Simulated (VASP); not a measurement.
# Rh (Pm-3m) in VASP: further runs

Aim: see how the results for Rh move with the level of theory and the settings. Levels: r2SCAN, r2SCAN0. Tasks: single point.

Everything below comes from runs of VASP 6.6.1. Logs are shortened: lines on timing, memory, paths and dates and some standing lists are left out, and cuts for length are marked.

## Step 1: The cell of the first run

It takes space group Pm-3m (No. 221, cubic). Conventional cell: a = 2.514 Å, b = 2.514 Å, c = 2.514 Å, α = 90.00°, β = 90.00°, γ = 90.00°. Within 3.3 Å of Rh (site symmetry m-3m) lie 6 Rh at 2.51 Å.

This isn't the form of Rh at room conditions, which is fcc.

## Step 2: Single point, r2SCAN

The input, POSCAR:

```
Rh
1.0
    2.5138607424      0.0000000000      0.0000000000
    0.0000000000      2.5138607424      0.0000000000
    0.0000000000      0.0000000000      2.5138607424
Rh
1
Direct
    0.0000000000      0.0000000000      0.0000000000
```

The input, INCAR.step1:

```
SYSTEM = Rh
PREC = Accurate ; ENCUT = 520
ISMEAR = -1 ; SIGMA = 0.1
LREAL = .FALSE. ; LASPH = .TRUE.
NELM = 100 ; NBANDS = 14
GGA = PE ; ALGO = Normal
EDIFF = 1E-4 ; LWAVE = .TRUE.
LCHARG = .FALSE.
```

The input, INCAR.step2:

```
SYSTEM = Rh
PREC = Accurate ; ENCUT = 520
EDIFF = 1E-7 ; ISMEAR = -1
SIGMA = 0.1 ; LREAL = .FALSE.
LASPH = .TRUE. ; NELM = 100
ALGO = Normal ; ISIF = 2
LWAVE = .FALSE. ; LCHARG = .FALSE.
METAGGA = R2SCAN ; LMIXTAU = .TRUE.
NBANDS = 14 ; ISTART = 1
```

The input, KPOINTS:

```
Automatic mesh
0
G
  6 6 6
  0 0 0
```

Potentials or basis: VASP PAW PBE potentials, release 64 (Rh_pv).

Launch:

```console
$ cat potpaw_PBE.64/Rh_pv/POTCAR > POTCAR
$ cp INCAR.step1 INCAR
$ mpirun -np 1 vasp_std > vasp.out
$ cp INCAR.step2 INCAR
$ mpirun -np 1 vasp_std > vasp.out
```

OUTCAR:

```text
SYSTEM = Rh
   PREC = Accurate
   ENCUT = 520
   EDIFF = 1E-7
   ISMEAR = -1
   LREAL = .FALSE.
   LASPH = .TRUE.
   NELM = 100
   ISIF = 2
   METAGGA = R2SCAN
   ISTART = 1

 ion  position               nearest neighbor table
   1  0.000  0.000  0.000-

  LATTYP: Found a simple cubic cell.
 ALAT       =     2.5138607424

  Lattice vectors:

 A1 = (   2.5138607424,   0.0000000000,   0.0000000000)
 A2 = (   0.0000000000,   2.5138607424,   0.0000000000)
 A3 = (   0.0000000000,   0.0000000000,   2.5138607424)

Analysis of symmetry for initial positions (statically):
=====================================================================
 Subroutine PRICEL returns:
 Original cell was already a primitive cell.

 Routine SETGRP: Setting up the symmetry group for a
 simple cubic supercell.

 Subroutine GETGRP returns: Found 48 space group operations
 (whereof 48 operations were pure point group operations)
 out of a pool of 48 trial point group operations.

The static configuration has the point symmetry O_h .

Analysis of symmetry for dynamics (positions and initial velocities):
=====================================================================
 Subroutine PRICEL returns:
 Original cell was already a primitive cell.

 Routine SETGRP: Setting up the symmetry group for a
 simple cubic supercell.

 Subroutine GETGRP returns: Found 48 space group operations
 (whereof 48 operations were pure point group operations)
 out of a pool of 48 trial point group operations.

The dynamic configuration has the point symmetry O_h .

 Subroutine INISYM returns: Found 48 space group operations
 (whereof 48 operations are pure point group operations),
 and found     1 'primitive' translations

----------------------------------------------------------------------------------------

                                     Primitive cell

  volume of cell :      15.8863

  direct lattice vectors                    reciprocal lattice vectors
     2.513860742  0.000000000  0.000000000     0.397794509  0.000000000  0.000000000
     0.000000000  2.513860742  0.000000000     0.000000000  0.397794509  0.000000000
     0.000000000  0.000000000  2.513860742     0.000000000  0.000000000  0.397794509

  length of vectors
     2.513860742  2.513860742  2.513860742     0.397794509  0.397794509  0.397794509

  position of ions in fractional coordinates (direct lattice)
     0.000000000  0.000000000  0.000000000

  ion indices of the primitive-cell ions
   primitive index   ion index
                 1           1

----------------------------------------------------------------------------------------

 KPOINTS: Automatic mesh

Automatic generation of k-mesh.
 Grid dimensions read from file:
 generate k-points for:    6    6    6

 Generating k-lattice:

  Cartesian coordinates                     Fractional coordinates (reciprocal lattice)
     0.066299085  0.000000000  0.000000000     0.166666667  0.000000000  0.000000000
     0.000000000  0.066299085  0.000000000     0.000000000  0.166666667  0.000000000
     0.000000000  0.000000000  0.066299085     0.000000000  0.000000000  0.166666667

  Length of vectors
     0.066299085  0.066299085  0.066299085

  Shift w.r.t. Gamma in fractional coordinates (k-lattice)
     0.000000000  0.000000000  0.000000000

 Subroutine IBZKPT returns following result:
 ===========================================

 Found     20 irreducible k-points:

 Following reciprocal coordinates:
            Coordinates               Weight
  0.000000  0.000000  0.000000      1.000000
  0.166667  0.000000  0.000000      6.000000
  0.333333  0.000000  0.000000      6.000000
  0.500000  0.000000  0.000000      3.000000
  0.166667  0.166667  0.000000     12.000000
  0.333333  0.166667  0.000000     24.000000
[... 12 lines left out ...]
  0.500000  0.500000  0.333333      6.000000
  0.500000  0.500000  0.500000      1.000000
   k-points           NKPTS =     20   k-points in BZ     NKDIM =     20   number of bands    NBANDS=     14
   number of dos      NEDOS =    301   number of ions     NIONS =      1
   total plane-waves  NPLWV =   8000
   dimension x,y,z NGX =    20 NGY =   20 NGZ =   20
   dimension x,y,z NGXF=    40 NGYF=   40 NGZF=   40
   ions per type =               1
   NGX,Y,Z   is equivalent  to a cutoff of  13.23, 13.23, 13.23 a.u.
   NGXF,Y,Z  is equivalent  to a cutoff of  26.45, 26.45, 26.45 a.u.
 SYSTEM =  Rh
   PREC   = accura    normal or accurate (medium, high low for compatibility)
   ISTART =      1    job   : 0-new  1-cont  2-samecut
   ICHARG =      0    charge: 1-file 2-atom 10-const
   ISPIN  =      1    spin polarized calculation?
   LNONCOLLINEAR =      F non collinear calculations
   LSORBIT =      F    spin-orbit coupling
   LASPH  =      T    aspherical Exc in radial PAW
   ENCUT  =  520.0 eV  38.22 Ry    6.18 a.u.   4.67  4.67  4.67*2*pi/ulx,y,z
   NELM   =    100;   NELMIN=  2; NELMDL=  0     # of ELM steps
   EDIFF  = 0.1E-06   stopping-criterion for ELM
   LREAL  =      F    real-space projection
   EDIFFG = 0.1E-05   stopping-criterion for IOM
   NSW    =      0    number of steps for IOM
   IBRION =     -1    ionic relax: 0-MD 1-quasi-New 2-CG
   NFREE  =      0    steps in history (QN), initial steepest desc. (CG)
   ISIF   =      2    stress and relaxation
   ISYM   =      2    0-nonsym 1-usesym 2-fastsym
   POTIM  = 0.5000    time-step for ionic-motion
   TEBEG  =    0.0;   TEEND  =   0.0 temperature during run
   PSTRESS=    0.0 pullay stress
   NELECT =      15.0000    total number of electrons
   NUPDOWN=      -1.0000    fix difference up-down
   EMIN   =  10.00;   EMAX   =-10.00  energy-range for DOS
   EFERMI =   0.00;   METHOD = LEGACY
   ISMEAR =    -1;   SIGMA  =   0.10  broadening in eV -4-tet -1-fermi 0-gaus
   EFERMI_NEDOS =   21; number of points for ismear=-14 and -15
   IALGO  =     38    algorithm
   IMIX   =      4    mixing-type and parameters
     AMIX     =   0.40;   BMIX     =  1.00
     AMIX_MAG =   1.60;   BMIX_MAG =  1.00
  volume/ion in A,a.u.               =      15.89       107.21
  Fermi-wavevector in a.u.,A,eV,Ry     =   1.606068  3.035029 35.095625  2.579456
  Thomas-Fermi vector in A             =   2.702315
   LORBIT       =      0    0 simple, 1 ext, 2 COOP (PROOUT), +10 PAW based schemes
   METAGGA = R2SCAN    functional components
   LHFCALC =     F    Hartree Fock is set to
   AEXX    =    0.0000 exact exchange contribution
   IVDW    =     0    specifies the selected vdW correction
   LEPSILON=     F    determine dielectric tensor
   LRPA    =     F    only Hartree local field effects (RPA)
 non-spin polarized calculation
  energy-cutoff  :      520.00
  volume of cell :       15.89
 maximum number of plane-waves:       441
 NGX is ok and might be reduce to    20
   NGX =  9   NGY =  9   NGZ =  9

 number of electron      14.9999993 magnetization

 Free energy of the ion-electron system (eV)
  ---------------------------------------------------
  ext. energy  EPLUGINS =         0.00000000
  ---------------------------------------------------
  free energy    TOTEN  =       -23.22467764 eV

  energy without entropy =      -23.16240605  energy(sigma->0) =      -23.19354184

 E-fermi :   9.4337     XC(G=0): -13.8487

 val. band max:        9.4305224419   @ k =   0.5000   0.3333   0.0000
 cond. band min:       9.6121871668   @ k =   0.1667   0.1667   0.0000
 fundamental gap:      0.1816647249
 Fermi energy:         9.4337442982

 k-point     1 :       0.0000    0.0000    0.0000
  band No.  band energies     occupation
      1     -37.9456      2.00000
      2     -37.9456      2.00000
      3     -37.9456      2.00000
      4       2.5045      2.00000
      5       4.0036      2.00000
      6       4.0036      2.00000
      7      10.2678      0.00048
      8      10.2678      0.00048
      9      10.2678      0.00048
     10      27.2552      0.00000
     11      27.2552      0.00000
     12      27.2552      0.00000
     13      27.6450      0.00000
     14      34.9233      0.00000

 k-point     2 :       0.1667    0.0000    0.0000
  band No.  band energies     occupation
      1     -38.1549      2.00000
      2     -37.9280      2.00000
      3     -37.9280      2.00000
      4       3.2214      2.00000
      5       4.1613      2.00000
      6       4.8707      2.00000
      7       9.6196      0.26972
      8       9.6196      0.26972
      9      10.3210      0.00028
     10      23.3814      0.00000
     11      27.6456      0.00000
     12      28.6375      0.00000
     13      28.6375      0.00000
     14      32.1849      0.00000

 k-point     3 :       0.3333    0.0000    0.0000
  band No.  band energies     occupation
      1     -38.5610      2.00000
      2     -37.8926      2.00000
      3     -37.8926      2.00000
      4       4.3620      2.00000
      5       4.4939      2.00000
      6       7.5653      2.00000
      7       8.5031      1.99982
      8       8.5031      1.99982
      9      10.4291      0.00010
     10      18.5761      0.00000
     11      27.6459      0.00000
     12      29.0380      0.00000
     13      31.7184      0.00000
     14      31.7184      0.00000
[... 256 lines left out ...]
 k-point    19 :       0.5000    0.5000    0.3333
  band No.  band energies     occupation
      1     -38.5868      2.00000
      2     -38.5868      2.00000
      3     -38.3790      2.00000
      4       4.3929      2.00000
      5       5.4056      2.00000
      6       5.4056      2.00000
      7       9.9676      0.00956
      8      12.0611      0.00000
      9      20.5449      0.00000
     10      20.5449      0.00000
     11      21.2751      0.00000
     12      23.2414      0.00000
     13      27.6458      0.00000
     14      30.2099      0.00000

 k-point    20 :       0.5000    0.5000    0.5000
  band No.  band energies     occupation
      1     -38.5630      2.00000
      2     -38.5630      2.00000
      3     -38.5630      2.00000
      4       4.7202      2.00000
      5       4.7202      2.00000
      6       4.7202      2.00000
      7      12.0975      0.00000
      8      12.0975      0.00000
      9      20.3535      0.00000
     10      22.3609      0.00000
     11      22.3609      0.00000
     12      22.3609      0.00000
     13      27.6437      0.00000
     14      29.7136      0.00000

------------------------ aborting loop because EDIFF is reached ----------------------------------------

  FORCE on cell =-STRESS in cart. coord.  units (eV):
  Direction    XX          YY          ZZ          XY          YZ          ZX
  --------------------------------------------------------------------------------------
  -------------------------------------------------------------------------------------
  Total        0.2733313      0.2733313      0.2733313     -0.0000000     -0.0000000      0.0000000
  in kB       27.5661635     27.5661635     27.5661635     -0.0000000     -0.0000000      0.0000000
  external PRESSURE =      27.5661635 kB  Pullay stress =       0.0000000 kB

 VOLUME and BASIS-vectors are now :
 -----------------------------------------------------------------------------
  energy-cutoff  :      520.00
  volume of cell :       15.89
      direct lattice vectors                 reciprocal lattice vectors
     2.513860742  0.000000000  0.000000000     0.397794509  0.000000000  0.000000000
     0.000000000  2.513860742  0.000000000     0.000000000  0.397794509  0.000000000
     0.000000000  0.000000000  2.513860742     0.000000000  0.000000000  0.397794509

 POSITION                                       TOTAL-FORCE (eV/Angst)
 -----------------------------------------------------------------------------------
      0.00000      0.00000      0.00000         0.000000      0.000000      0.000000
 -----------------------------------------------------------------------------------
    total drift:                               -0.000000     -0.000000     -0.000000

  FREE ENERGIE OF THE ION-ELECTRON SYSTEM (eV)
  ---------------------------------------------------
  free  energy   TOTEN  =       -23.2246776436 eV

  energy  without entropy=      -23.1624060459  energy(sigma->0) =      -23.19354184
```

Wall time 37 s (1 thread of AMD EPYC 7R13, shared host); peak memory 0.1 GiB.

What came out:

```yaml
Free_energy: -23.2247 eV
Pressure: 2.8 GPa
Band_gap_on_the_k_mesh: zero (an odd number of electrons rules out a gap without spin polarisation)
```

Caveat: the k points lie up to 0.42 Å⁻¹ apart, too coarse for converged energies and pressures of a metal; an empty level that is flat over the whole mesh can mark a ghost state of the potentials, or a narrow d or f band; the PAW data sets were made with another functional, which shifts forces and pressure a little.

(Continued in part 2 of 2.)

The gap in the log of VASP goes by the Fermi energy; the results here count the filled bands.